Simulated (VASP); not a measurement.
Set up this calculation in VASP 6.6.1, as the native input.

- Task: single point
- Functional: PBEsol
- Potentials or basis: VASP PAW PBE potentials, release 64 (Cu, O)
- Cutoff: 520 eV
- k mesh: 7 × 7 × 4
- Occupations: gaussian, width 0.01 eV
- Spin: no spin polarisation
- Dipole correction: no
- Further INCAR settings: ALGO = Normal; EDIFF = 1e-07; NBANDS = 25

The structure of CuO lies in POSCAR:

```
CuO
1.0
    2.8795009639      0.0000000000      0.0000000000
    0.0390727580      2.8792794796      0.0000000000
    0.0174953863      0.0172449008      5.1763391994
Cu O
2 2
Direct
    0.5000000000      0.0000000000      0.5000000000
    0.0000000000      0.5000000000      0.0000000000
    0.0015760300      0.9983282200      0.2501129000
    0.9984239700      0.0016717800      0.7498871000
```

The input as run:

INCAR

```
PREC     = Accurate       # precision mode
ENCUT    = 520            # plane-wave cutoff, eV
EDIFF    = 1E-7           # SCF threshold, eV
ISMEAR   = 0              # smearing method
SIGMA    = 0.01           # smearing width, eV
LREAL    = F              # projectors in reciprocal space
LASPH    = T              # aspherical terms in the spheres
NELM     = 80             # most SCF steps
ALGO     = Normal         # electronic algorithm
ISIF     = 2              # what is computed and relaxed
LWAVE    = F              # write WAVECAR
LCHARG   = F              # write CHGCAR
GGA      = PS             # functional
NBANDS   = 25             # bands
```

KPOINTS

```
Automatic mesh
0
Gamma
  7 7 4
```

Potentials or basis: VASP PAW PBE potentials, release 64 (Cu, O).

Launch:

```bash
$ cat potpaw_PBE.64/Cu/POTCAR potpaw_PBE.64/O/POTCAR > POTCAR
$ mpirun -np 1 vasp_std > vasp.out
```

Results of the run:

```yaml
Pressure: -1.3 GPa
Largest_force: 0.014 eV/Å
Band_gap_on_the_k_mesh: zero (band 17 reaches 5.77 eV, above the bottom of band 18 at 4.63 eV)
```

Caveat: the PAW data sets were made with another functional, which shifts forces and pressure a little; semilocal functionals often make such compounds metallic where correlation or magnetic order opens a gap, which also shifts bond lengths.

Wall time 40 s on 1 thread of Intel(R) Xeon(R) 6975P-C (Granite Rapids) (shared host), peak memory 0.22 GiB.
